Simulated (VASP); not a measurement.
# Al (Im-3m) in VASP: notebook

Runs on Al. Level: PBE. Tasks: single point.

All numbers are computed with VASP 6.6.1; they aren't measurements. Logs are shortened: lines on timing, memory, paths and dates and some standing lists are left out, and cuts for length are marked.

**1. The cell of the first run**

It takes space group Im-3m (No. 229, cubic). Conventional cell: a = 3.182 Å, b = 3.182 Å, c = 3.182 Å, α = 90.00°, β = 90.00°, γ = 90.00°. Within 3.6 Å of Al (site symmetry m-3m) lie 14 Al at 2.76 to 3.18 Å.

**2. Single point, PBE**

INCAR

```
SYSTEM = Al
PREC = Accurate
ENCUT = 520
EDIFF = 1E-6
ISMEAR = 0
SIGMA = 0.05
LREAL = .FALSE.
LASPH = .TRUE.
NELM = 80
ALGO = Normal
ISIF = 2
LWAVE = .FALSE.
LCHARG = .FALSE.
GGA = PE
NBANDS = 8
```

KPOINTS

```
Automatic mesh
0
G
  14 14 14
  0 0 0
```

POSCAR

```
Al
1.0
   -1.5912186900      1.5912186900      1.5912186900
    1.5912186900     -1.5912186900      1.5912186900
    1.5912186900      1.5912186900     -1.5912186900
Al
1
Direct
    0.0000000000      0.0000000000      0.0000000000
```

Potentials or basis: VASP PAW PBE potentials, release 64 (Al).

Started as:

```bash
$ cat potpaw_PBE.64/Al/POTCAR > POTCAR
$ mpirun -np 1 vasp_std > vasp.out
```

OUTCAR:

```text
SYSTEM = Al
   PREC = Accurate
   ENCUT = 520
   EDIFF = 1E-6
   ISMEAR = 0
   LREAL = .FALSE.
   LASPH = .TRUE.
   NELM = 80
   ISIF = 2
   GGA = PE

 ion  position               nearest neighbor table
   1  0.000  0.000  0.000-

  LATTYP: Found a body centered cubic cell.
 ALAT       =     3.1824373800

  Lattice vectors:

 A1 = (  -1.5912186900,   1.5912186900,   1.5912186900)
 A2 = (   1.5912186900,  -1.5912186900,   1.5912186900)
 A3 = (   1.5912186900,   1.5912186900,  -1.5912186900)

Analysis of symmetry for initial positions (statically):
=====================================================================
 Subroutine PRICEL returns:
 Original cell was already a primitive cell.

 Routine SETGRP: Setting up the symmetry group for a
 body centered cubic supercell.

 Subroutine GETGRP returns: Found 48 space group operations
 (whereof 48 operations were pure point group operations)
 out of a pool of 48 trial point group operations.

The static configuration has the point symmetry O_h .

Analysis of symmetry for dynamics (positions and initial velocities):
=====================================================================
 Subroutine PRICEL returns:
 Original cell was already a primitive cell.

 Routine SETGRP: Setting up the symmetry group for a
 body centered cubic supercell.

 Subroutine GETGRP returns: Found 48 space group operations
 (whereof 48 operations were pure point group operations)
 out of a pool of 48 trial point group operations.

The dynamic configuration has the point symmetry O_h .

 Subroutine INISYM returns: Found 48 space group operations
 (whereof 48 operations are pure point group operations),
 and found     1 'primitive' translations

----------------------------------------------------------------------------------------

                                     Primitive cell

  volume of cell :      16.1157

  direct lattice vectors                    reciprocal lattice vectors
    -1.591218690  1.591218690  1.591218690     0.000000000  0.314224565  0.314224565
     1.591218690 -1.591218690  1.591218690     0.314224565  0.000000000  0.314224565
     1.591218690  1.591218690 -1.591218690     0.314224565  0.314224565  0.000000000

  length of vectors
     2.756071617  2.756071617  2.756071617     0.444380641  0.444380641  0.444380641

  position of ions in fractional coordinates (direct lattice)
     0.000000000  0.000000000  0.000000000

  ion indices of the primitive-cell ions
   primitive index   ion index
                 1           1

----------------------------------------------------------------------------------------

 KPOINTS: Automatic mesh

Automatic generation of k-mesh.
 Grid dimensions read from file:
 generate k-points for:   14   14   14

 Generating k-lattice:

  Cartesian coordinates                     Fractional coordinates (reciprocal lattice)
     0.000000000  0.022444612  0.022444612     0.071428571  0.000000000  0.000000000
     0.022444612  0.000000000  0.022444612     0.000000000  0.071428571  0.000000000
     0.022444612  0.022444612  0.000000000     0.000000000  0.000000000  0.071428571

  Length of vectors
     0.031741474  0.031741474  0.031741474

  Shift w.r.t. Gamma in fractional coordinates (k-lattice)
     0.000000000  0.000000000  0.000000000

 Subroutine IBZKPT returns following result:
 ===========================================

 Found    104 irreducible k-points:

 Following reciprocal coordinates:
            Coordinates               Weight
  0.000000  0.000000  0.000000      1.000000
  0.071429  0.000000  0.000000     12.000000
  0.142857  0.000000  0.000000     12.000000
  0.214286  0.000000  0.000000     12.000000
  0.285714  0.000000  0.000000     12.000000
  0.357143  0.000000  0.000000     12.000000
[... 16 lines left out ...]
  0.285714  0.285714  0.000000     24.000000
  0.357143  0.285714  0.000000     24.000000
 [... further k-points ...]
   k-points           NKPTS =    104   k-points in BZ     NKDIM =    104   number of bands    NBANDS=      8
   number of dos      NEDOS =    301   number of ions     NIONS =      1
   total plane-waves  NPLWV =   8000
   dimension x,y,z NGX =    20 NGY =   20 NGZ =   20
   dimension x,y,z NGXF=    40 NGYF=   40 NGZF=   40
   ions per type =               1
   NGX,Y,Z   is equivalent  to a cutoff of  12.06, 12.06, 12.06 a.u.
   NGXF,Y,Z  is equivalent  to a cutoff of  24.13, 24.13, 24.13 a.u.
 SYSTEM =  Al
   PREC   = accura    normal or accurate (medium, high low for compatibility)
   ISTART =      0    job   : 0-new  1-cont  2-samecut
   ICHARG =      2    charge: 1-file 2-atom 10-const
   ISPIN  =      1    spin polarized calculation?
   LNONCOLLINEAR =      F non collinear calculations
   LSORBIT =      F    spin-orbit coupling
   LASPH  =      T    aspherical Exc in radial PAW
   ENCUT  =  520.0 eV  38.22 Ry    6.18 a.u.   5.12  5.12  5.12*2*pi/ulx,y,z
   NELM   =     80;   NELMIN=  2; NELMDL= -5     # of ELM steps
   EDIFF  = 0.1E-05   stopping-criterion for ELM
   LREAL  =      F    real-space projection
   EDIFFG = 0.1E-04   stopping-criterion for IOM
   NSW    =      0    number of steps for IOM
   IBRION =     -1    ionic relax: 0-MD 1-quasi-New 2-CG
   NFREE  =      0    steps in history (QN), initial steepest desc. (CG)
   ISIF   =      2    stress and relaxation
   ISYM   =      2    0-nonsym 1-usesym 2-fastsym
   POTIM  = 0.5000    time-step for ionic-motion
   TEBEG  =    0.0;   TEEND  =   0.0 temperature during run
   PSTRESS=    0.0 pullay stress
   NELECT =       3.0000    total number of electrons
   NUPDOWN=      -1.0000    fix difference up-down
   EMIN   =  10.00;   EMAX   =-10.00  energy-range for DOS
   EFERMI =   0.00;   METHOD = LEGACY
   ISMEAR =     0;   SIGMA  =   0.05  broadening in eV -4-tet -1-fermi 0-gaus
   EFERMI_NEDOS =   21; number of points for ismear=-14 and -15
   IALGO  =     38    algorithm
   IMIX   =      4    mixing-type and parameters
     AMIX     =   0.40;   BMIX     =  1.00
     AMIX_MAG =   1.60;   BMIX_MAG =  1.00
  volume/ion in A,a.u.               =      16.12       108.75
  Fermi-wavevector in a.u.,A,eV,Ry     =   0.934757  1.766435 11.888371  0.873771
  Thomas-Fermi vector in A             =   2.061595
   LORBIT       =      0    0 simple, 1 ext, 2 COOP (PROOUT), +10 PAW based schemes
   GGA     = PE    functional components
   LHFCALC =     F    Hartree Fock is set to
   AEXX    =    0.0000 exact exchange contribution
   IVDW    =     0    specifies the selected vdW correction
   LEPSILON=     F    determine dielectric tensor
   LRPA    =     F    only Hartree local field effects (RPA)
 non-spin polarized calculation
 Gauss-broadening in eV      SIGMA  =   0.05
  energy-cutoff  :      520.00
  volume of cell :       16.12
 maximum number of plane-waves:       466
   NGX = 11   NGY = 11   NGZ = 11

 number of electron       3.0000000 magnetization

 Free energy of the ion-electron system (eV)
  ---------------------------------------------------
  ext. energy  EPLUGINS =         0.00000000
  ---------------------------------------------------
  free energy    TOTEN  =        -3.64439848 eV

  energy without entropy =       -3.64322335  energy(sigma->0) =       -3.64381091

 E-fermi :   8.2964     XC(G=0): -10.2867

 val. band max:        8.2915605786   @ k =   0.2857   0.2143  -0.0000
 cond. band min:       8.3148881498   @ k =  -0.3571   0.4286   0.1429
 fundamental gap:      0.0233275712
 Fermi energy:         8.2963576031

 k-point     1 :       0.0000    0.0000    0.0000
  band No.  band energies     occupation
      1      -3.0451      2.00000
      2      21.6648      0.00000
      3      21.6648      0.00000
      4      21.6648      0.00000
      5      23.3044      0.00000
      6      23.3044      0.00000
      7      23.3044      0.00000
      8      24.7547      0.00000

 k-point     2 :       0.0714    0.0000    0.0000
  band No.  band energies     occupation
      1      -2.8960      2.00000
      2      19.9528      0.00000
      3      20.7284      0.00000
      4      21.0725      0.00000
      5      22.6542      0.00000
      6      23.6680      0.00000
      7      23.9368      0.00000
      8      24.4888      0.00000

 k-point     3 :       0.1429    0.0000    0.0000
  band No.  band energies     occupation
      1      -2.4495      2.00000
      2      17.0347      0.00000
      3      19.4990      0.00000
      4      19.9183      0.00000
      5      21.4979      0.00000
      6      22.6209      0.00000
      7      24.7575      0.00000
      8      25.1742      0.00000

 k-point     4 :       0.2143    0.0000    0.0000
  band No.  band energies     occupation
      1      -1.7084      2.00000
      2      14.0525      0.00000
      3      18.4575      0.00000
      4      18.7798      0.00000
      5      20.4170      0.00000
      6      21.7270      0.00000
      7      25.6954      0.00000
      8      25.7427      0.00000

 k-point     5 :       0.2857    0.0000    0.0000
  band No.  band energies     occupation
      1      -0.6776      2.00000
      2      11.2259      0.00000
      3      17.6431      0.00000
      4      17.8355      0.00000
      5      19.5420      0.00000
      6      20.9625      0.00000
      7      26.5333      0.00000
      8      26.8296      0.00000
[... 177 lines left out ...]
 k-point    22 :       0.3571    0.2143    0.0000
  band No.  band energies     occupation
      1       4.0586      2.00000
      2       6.1100      2.00000
      3      10.0536      0.00000
      4      15.7948      0.00000
      5      21.7566      0.00000
      6      24.9628      0.00000
      7      26.3603      0.00000
      8      28.8376      0.00000

 k-point    23 :       0.2857    0.2857    0.0000
  band No.  band energies     occupation
      1       3.9275      2.00000
      2       7.5753      2.00000
      3       8.3283      0.36555
      4      15.6744      0.00000
      5      23.1546      0.00000
      6      23.6489      0.00000
      7      26.6091      0.00000
      8      30.2467      0.00000

 k-point    24 :       0.3571    0.2857    0.0000
  band No.  band energies     occupation
      1       5.5002      2.00000
      2       6.0155      2.00000
      3       7.9194      2.00000
      4      15.5477      0.00000
      5      23.2555      0.00000
      6      24.8906      0.00000
      7      25.1115      0.00000
      8      30.8363      0.00000

 [... further k-points ...]
[... 5 lines left out ...]
  --------------------------------------------------------------------------------------
  -------------------------------------------------------------------------------------
  Total        0.3877412      0.3877412      0.3877412      0.0000000      0.0000000     -0.0000000
  in kB       38.5480965     38.5480965     38.5480965      0.0000000      0.0000000     -0.0000000
  external PRESSURE =      38.5480965 kB  Pullay stress =       0.0000000 kB

 VOLUME and BASIS-vectors are now :
 -----------------------------------------------------------------------------
  energy-cutoff  :      520.00
  volume of cell :       16.12
      direct lattice vectors                 reciprocal lattice vectors
    -1.591218690  1.591218690  1.591218690     0.000000000  0.314224565  0.314224565
     1.591218690 -1.591218690  1.591218690     0.314224565  0.000000000  0.314224565
     1.591218690  1.591218690 -1.591218690     0.314224565  0.314224565  0.000000000

 POSITION                                       TOTAL-FORCE (eV/Angst)
 -----------------------------------------------------------------------------------
      0.00000      0.00000      0.00000        -0.000000      0.000000      0.000000
 -----------------------------------------------------------------------------------
    total drift:                               -0.000000     -0.000000      0.000000

  FREE ENERGIE OF THE ION-ELECTRON SYSTEM (eV)
  ---------------------------------------------------
  free  energy   TOTEN  =        -3.6443984828 eV

  energy  without entropy=       -3.6432233471  energy(sigma->0) =       -3.64381091
```

Run time: 6.6 s. Hardware: 1 thread of AMD EPYC 9R14 (Zen 4), shared host; peak memory 0.09 GiB.

What came out:

```
Free energy : -3.6444 eV
Pressure    : 3.9 GPa
```

**3. Single point, PBE**

This run uses another cell than the first one, of 19.34 Å³/atom, 1.200 times its volume.

INCAR

```
PREC     = Accurate       # precision mode
ENCUT    = 520            # plane-wave cutoff, eV
EDIFF    = 1E-6           # SCF threshold, eV
ISMEAR   = 0              # smearing method
SIGMA    = 0.05           # smearing width, eV
LREAL    = False          # projectors in reciprocal space
LASPH    = True           # aspherical terms in the spheres
NELM     = 80             # most SCF steps
ALGO     = Fast           # electronic algorithm
ISIF     = 2              # what is computed and relaxed
LWAVE    = False          # write WAVECAR
LCHARG   = False          # write CHGCAR
GGA      = PE             # functional
NBANDS   = 8              # bands
```

KPOINTS

```
Automatic mesh
0
Gamma
  14 14 14
```

POSCAR

```
Al
1.0
   -1.6909221764      1.6909221764      1.6909221764
    1.6909221764     -1.6909221764      1.6909221764
    1.6909221764      1.6909221764     -1.6909221764
Al
1
Direct
    0.0000000000      0.0000000000      0.0000000000
```

Potentials or basis: VASP PAW PBE potentials, release 64 (Al).

Started as:

```bash
$ cat potpaw_PBE.64/Al/POTCAR > POTCAR
$ mpirun -np 1 vasp_std > vasp.out
```

It took 9.4 s on 1 thread of AMD EPYC 9R14 (Zen 4), shared host; peak memory 0.1 GiB.

Results (log left out):

```
Free energy : -3.5995 eV
Pressure    : -6.7 GPa
```

Levels at points of the mesh, in eV from the Fermi level:
| k point | band 1 | band 2 | band 3 | band 4 | band 5 |
| --- | --- | --- | --- | --- | --- |
| (0.00, 0.00, 0.00) | -10.10 | 12.32 | 12.32 | 12.32 | 12.52 |
| (0.50, 0.00, 0.00) | -3.76 | -3.73 | 7.02 | 7.89 | 8.89 |
| (0.50, 0.50, 0.50) | 1.61 | 1.61 | 1.61 | 3.19 | 3.19 |

**4. Single point, PBE**

INCAR

```
  PREC = Accurate
  ENCUT = 500
  EDIFF = 1E-6
  ISMEAR = 0
  SIGMA = 0.05
  LREAL = False
  LASPH = True
  NELM = 120
  ALGO = Normal
  ISIF = 2
  LWAVE = False
  LCHARG = False
  GGA = PE
  NBANDS = 8
  GGA_COMPAT = False
```

KPOINTS

```
regular mesh
0
Gamma
  14 14 14
```

POSCAR

```
Al
1.0
   -1.5912186900      1.5912186900      1.5912186900
    1.5912186900     -1.5912186900      1.5912186900
    1.5912186900      1.5912186900     -1.5912186900
Al
1
Direct
    0.0000000000      0.0000000000      0.0000000000
```

Started as:

```bash
$ cat potpaw_PBE.64/Al/POTCAR > POTCAR
$ mpirun -np 1 vasp_std > vasp.out
```

Wall time 5.2 s (1 thread of Intel Xeon 6975P-C (Granite Rapids), shared host); peak memory 0.12 GiB.

It converged, with:

| Property | Result |
| --- | --- |
| Free energy | -3.6444 eV |
| Pressure | 3.9 GPa |

Levels at points of the mesh, in eV from the Fermi level:
```
           k point  band 1  band 2  band 3  band 4  band 5
(0.00, 0.00, 0.00)  -11.34   13.37   13.37   13.37   15.01
(0.50, 0.00, 0.00)   -4.45   -3.93    8.28    8.30   10.10
(0.50, 0.50, 0.50)    1.86    1.86    1.86    2.90    2.90
```

**5. Single point, PBE**

INCAR

```
PREC = Accurate ; ENCUT = 500
EDIFF = 1E-6 ; ISMEAR = 0
SIGMA = 0.05 ; LREAL = F
LASPH = T ; NELM = 120
ALGO = Normal ; ISIF = 2
LWAVE = F ; LCHARG = T
GGA = PE ; LELF = T
LVHAR = T ; NBANDS = 8
NELECT = 3.5 ; GGA_COMPAT = F
```

KPOINTS

```
Automatic mesh
0
Gamma
  14 14 14
```

POSCAR is that of step 4.

Started as:

```bash
$ cat potpaw_PBE.64/Al/POTCAR > POTCAR
$ mpirun -np 1 vasp_std > vasp.out
```

Wall time 6.3 s (1 thread of Intel Xeon 6975P-C (Granite Rapids), shared host); peak memory 0.12 GiB.

Results (log left out):

* Free energy: 0.6834 eV

Levels at points of the mesh, in eV from the Fermi level:
| k point | band 1 | band 2 | band 3 | band 4 | band 5 |
| --- | --- | --- | --- | --- | --- |
| (0.00, 0.00, 0.00) | -12.50 | 12.21 | 12.21 | 12.21 | 13.92 |
| (0.50, 0.00, 0.00) | -5.61 | -5.08 | 7.11 | 7.18 | 8.95 |
| (0.50, 0.50, 0.50) | 0.72 | 0.72 | 0.72 | 1.72 | 1.72 |

Caveat: the cell carries a net charge on a neutralising background, which shifts energy and pressure; the cell is charged against a uniform background, so pressure and absolute levels hang on convention.

**6. The runs side by side**

| cell | cutoff (eV) | gap on the mesh (eV) | pressure (GPa) |
| --- | --- | --- | --- |
| a = 2.756 Å, angles 109.5°, 1 atom | 520 | none | 3.9 |
| a = 2.929 Å, angles 109.5°, 1 atom | 520 | none | -6.7 |
| a = 2.756 Å, angles 109.5°, 1 atom | 500 | none | 3.9 |

Alike in all rows: task single point; level PBE; potentials or basis VASP PAW PBE potentials, release 64 (Al); no spin polarisation; k mesh 14 × 14 × 14; smearing gaussian 0.05 eV.

Total energies depend on the potentials used, so only differences within one code and one set of settings carry meaning.
